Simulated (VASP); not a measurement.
ZnCl3:

```xyz
4
Lattice="0.0000 3.7035 3.7035 3.7035 0.0000 3.7035 3.7035 3.7035 0.0000" Properties=species:S:1:pos:R:3 pbc="T T T"
Zn    0.0000    0.0000    0.0000
Cl    1.8518    1.8518    1.8518
Cl    5.5553    5.5553    5.5553
Cl    3.7035    3.7035    3.7035
```

The cell was generated, and may not be a known phase.

```yaml
Program: VASP 6.6.1
Task: relaxation of cell and atoms
Functional: PBE
Potentials_or_basis: VASP PAW PBE potentials, release 64 (Zn, Cl)
Cutoff: 600 eV
k_mesh: 4 × 4 × 4
Occupations: gaussian, width 0.1 eV
Spin: no spin polarisation
```

At the start: pressure -5.5 GPa; volume 25.40 Å³/atom.

Problem. How do energy, volume and symmetry change on relaxing?

Solution. Over 4 steps the energy falls by 120.8 meV/atom and the volume is 19.83 Å³/atom (-21.9 %); space group Fm-3m (No. 225, to 0.1 Å) before and after.

The path:
| step | energy change (eV) | largest force (eV/Å) | pressure (GPa) | volume (Å³) |
| --- | --- | --- | --- | --- |
| 1 | 0.0000 | 0.0000 | -5.49 | 101.59 |
| 2 | -0.3615 | 0.0000 | -3.61 | 89.32 |
| 3 | -0.4805 | 0.0000 | -0.68 | 80.95 |
| 4 | -0.4831 | 0.0000 | 0.19 | 79.31 |

Final structure:
```
Zn Cl
1.0
     0.00000    3.41009    3.41009
     3.41009    0.00000    3.41009
     3.41009    3.41009    0.00000
Zn Cl
1 3
Direct
  0.00000 0.00000 0.00000
  0.25000 0.25000 0.25000
  0.75000 0.75000 0.75000
  0.50000 0.50000 0.50000
```

Caveat: the k points lie up to 0.40 Å⁻¹ apart in the final cell, too coarse for converged energies and pressures of a metal; the volume moved by over 15 % at a fixed basis, so the end points are rough; an odd number of electrons without spin polarisation forces a metal; a magnetic or distorted state may lie lower.
